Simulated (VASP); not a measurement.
TiN: single point with PBEsol

Crystal: TiN.

```
CELL_PARAMETERS angstrom
0.00000 2.10197 2.10197
2.10197 0.00000 2.10197
2.10197 2.10197 0.00000
ATOMIC_POSITIONS crystal
Ti 0.00000 0.00000 0.00000
N 0.50000 0.50000 0.50000
```

```
Program                : VASP 6.6.1
Task                   : single point
Functional             : PBEsol
Potentials or basis    : VASP PAW PBE potentials, release 64 (Ti_sv, N)
Cutoff                 : 520 eV
k mesh                 : 16 × 16 × 16
Occupations            : fermi-dirac, width 0.025 eV
Spin                   : no spin polarisation
Dipole correction      : no
Further INCAR settings : ALGO = Normal; EDIFF = 1e-06; NBANDS = 16
```

| Item | Value |
| --- | --- |
| Pressure | 0.5 GPa |

Levels at points of the mesh, in eV from the Fermi level:
| k point | band 7 | band 8 | band 9 | band 10 | band 11 | band 12 |
| --- | --- | --- | --- | --- | --- | --- |
| (0.00, 0.00, 0.00) | -2.06 | -2.06 | -0.67 | -0.67 | -0.67 | 0.59 |
| (0.50, 0.00, 0.00) | -5.64 | -5.64 | 1.77 | 1.77 | 2.47 | 5.98 |
| (0.50, 0.50, 0.00) | -3.27 | -3.27 | -3.24 | 1.71 | 2.51 | 2.51 |

Run time: 16 s on 1 thread of Intel(R) Xeon(R) 6975P-C (Granite Rapids), with other jobs on the host, peak memory 0.17 GiB.

Caveat: the PAW data sets were made with another functional, which shifts forces and pressure a little.
